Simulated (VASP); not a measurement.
## O: single point with PBEsol

Crystal: O.

```
O
1.0
     1.42335    0.82177    3.40830
    -1.42335    0.82177    3.40830
     0.00000   -1.64354    3.40830
O
2
Direct
  0.05770 0.05770 0.05770
  0.94230 0.95230 0.94230
```

```json
{
 "Program": "VASP 6.6.1",
 "Task": "single point",
 "Functional": "PBEsol",
 "Potentials or basis": "VASP PAW PBE potentials, release 64 (O_h)",
 "Cutoff": "1340 eV",
 "k mesh": "5 × 5 × 5",
 "Occupations": "fermi-dirac, width 0.1 eV",
 "Spin": "no spin polarisation",
 "Dipole correction": "no",
 "Further INCAR settings": "ALGO = Normal; EDIFF = 1e-06; NBANDS = 13"
}
```

```yaml
Pressure: 10.8 GPa
Largest_force: 5.885 eV/Å
Band_gap_on_the_k_mesh: zero (bands 6 and 7 overlap by 1.08 eV)
```

Forces in eV/Å, atoms in the order of the input:
```
O    0.022 -0.013  5.885
O   -0.022  0.013 -5.885
```

Stress tensor (GPa, compression positive):
```
-7.98  0.00  0.22
 0.00 -7.98 -0.13
 0.22 -0.13 48.50
```

Levels at points of the mesh, in eV from the Fermi level:
```csv
k point,band 4,band 5,band 6,band 7,band 8,band 9
"(0.00, 0.00, 0.00)",-7.32,-7.32,0.58,0.59,7.74,12.79
```

It took 53 s on 1 thread of Intel(R) Xeon(R) Platinum 8259CL CPU @ 2.50GHz (Skylake/Cascade Lake), on a shared host, peak memory 0.3 GiB.

Caveat: the k points lie up to 0.52 Å⁻¹ apart, too coarse for converged energies and pressures of a metal; spin is off for a triplet molecule; this functional lacks dispersion, which holds the molecules together, so the pressure and a relaxed volume are unreliable; the PAW data sets were made with another functional, which shifts forces and pressure a little.
